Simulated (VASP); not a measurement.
Input of a VASP 6.6.1 run:

POSCAR

```
SiC
1.0
    0.0000000000      2.1780523454      2.1780523454
    2.1780523454      0.0000000000      2.1780523454
    2.1780523454      2.1780523454      0.0000000000
Si C
1 1
Direct
    0.0000000000      0.0000000000      0.0000000000
    0.2500000000      0.2500000000      0.2500000000
```

File INCAR.step1:

```
PREC = Accurate ; ENCUT = 500
EDIFF = 1E-8 ; ISMEAR = 0
SIGMA = 0.01 ; LREAL = F
LASPH = T ; NELM = 100
ALGO = Normal ; LWAVE = T
LCHARG = F ; GGA = PE
```

File INCAR.step2:

```
PREC = Accurate ; ENCUT = 500
EDIFF = 1E-8 ; ISMEAR = 0
SIGMA = 0.01 ; LREAL = F
LASPH = T ; NELM = 1
ALGO = Exact ; LWAVE = T
LCHARG = F ; GGA = PE
NBANDS = 37 ; LOPTICS = T
ISTART = 1
```

File INCAR.step3:

```
PREC = Accurate ; ENCUT = 500
EDIFF = 1E-8 ; ISMEAR = 0
SIGMA = 0.01 ; LREAL = F
LASPH = T ; ALGO = EVGW0
LWAVE = F ; LCHARG = F
GGA = PE ; NELMGW = 1
NBANDS = 37 ; ENCUTGW = 80.0
NOMEGA = 48 ; PRECFOCK = Fast
ISTART = 1 ; NBANDSGW = 12
```

Contents of KPOINTS:

```
regular mesh
0
Gamma
  6 6 6
```

Potentials or basis: VASP PAW PBE potentials, release 64 (Si_GW, C_GW).

Launch:

```bash
$ cat potpaw_PBE.64/Si_GW/POTCAR potpaw_PBE.64/C_GW/POTCAR > POTCAR
$ cp INCAR.step1 INCAR
$ mpirun -np 1 vasp_std > vasp.out
$ cp INCAR.step2 INCAR
$ mpirun -np 1 vasp_std > vasp.out
$ cp INCAR.step3 INCAR
$ mpirun -np 1 vasp_std > vasp.out
```

(1) Estimate the quasiparticle gap.

(2) Predict the least direct quasiparticle gap.

(3) Predict the band gap on the k mesh, mean-field level.

Answers

(1) 1.92 eV.

(2) 5.45 eV.

(3) 1.35 eV, indirect (least direct gap 4.54 eV).

Caveat: bands, screening cutoff and mesh are small and nothing is extrapolated, so the quasiparticle values aren't converged.
